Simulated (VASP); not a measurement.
Here is a VASP 6.6.1 calculation.

INCAR

```
PREC = Accurate
ENCUT = 600
EDIFF = 1E-6
ISMEAR = -1
SIGMA = 0.05
LREAL = False
LASPH = True
NELM = 100
ALGO = Normal
ISIF = 3
LWAVE = False
LCHARG = False
GGA = RP
IBRION = 2
NSW = 60
EDIFFG = -0.01
```

File KPOINTS:

```
regular mesh
0
Gamma
  7 7 7
```

POSCAR

```
Si3N4
1.0
    4.1307800000      0.0000000000      0.0000000000
    0.0000000000      4.1307800000      0.0000000000
    0.0000000000      0.0000000000      4.1307800000
Si N
3 4
Direct
    0.0000000000      0.0000000000      0.5000000000
    0.5000000000      0.0000000000      0.0000000000
    0.0000000000      0.5000000000      0.0000000000
    0.2395200000      0.2395200000      0.7604800000
    0.7604800000      0.7604800000      0.7604800000
    0.2395200000      0.7604800000      0.2395200000
    0.7604800000      0.2395200000      0.2395200000
```

Potentials or basis: VASP PAW PBE potentials, release 64 (Si, N).

Run with:

```bash
$ cat potpaw_PBE.64/Si/POTCAR potpaw_PBE.64/N/POTCAR > POTCAR
$ mpirun -np 1 vasp_std > vasp.out
```

Problem. Predict the relaxed volume.

Solution. 10.21 Å³/atom.

Problem. Estimate the band gap on the k mesh.

Solution. 2.78 eV, indirect (least direct gap 2.96 eV).

Problem. Predict the space group after relaxing (to 0.05 Å).

Solution. P-43m (No. 215).

Step by step:
| step | energy change (eV) | largest force (eV/Å) | pressure (GPa) | volume (Å³) |
| --- | --- | --- | --- | --- |
| 1 | 0.0000 | 0.0814 | 3.13 | 70.48 |
| 2 | 0.0057 | 0.2285 | -3.65 | 72.51 |
| 3 | -0.0087 | 0.0572 | 0.07 | 71.36 |
| 4 | -0.0091 | 0.0181 | 0.02 | 71.43 |
| 5 | -0.0091 | 0.0002 | 0.00 | 71.46 |

Caveat: the PAW data sets were made with another functional, which shifts forces and pressure a little. A k mesh can miss the band edges.
